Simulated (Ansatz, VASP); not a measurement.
# One calculation of Cu3Te, two programs

```xyz
4
Lattice="3.9993 0.0000 0.0000 0.0000 3.9993 0.0000 0.0000 0.0000 3.9467" Properties=species:S:1:pos:R:3 pbc="T T T"
Cu    0.0000    1.9996    1.9733
Cu    1.9996    0.0000    1.9733
Cu    1.9996    1.9996    0.0000
Te    0.0000    0.0000    0.0000
```

Alike in both runs: task single point; functional r2SCAN; k mesh 6 × 6 × 6; no spin polarisation.

```csv
,VASP,Ansatz
version,VASP 6.6.1,Ansatz 0.2.0
potentials or method,"VASP PAW PBE potentials, release 64 (Cu, Te), cutoff 520 eV","plane waves, PAW"
occupations,"fermi-dirac, width 0.1 eV",fermi-dirac
valence electrons in the cell,39,73
```

```csv
,VASP,Ansatz,Ansatz less VASP
pressure (GPa),-4.5,-4.7,-0.29
"traceless stress, the component that is largest in VASP (GPa)",0.73,0.70,-0.028
```

VASP's potentials were made for PBE, not for r2SCAN. VASP's potentials hold 39 valence electrons a cell and Ansatz's 73, so a difference there can come from the potentials and not from the codes.

Spin-orbit coupling is off throughout.
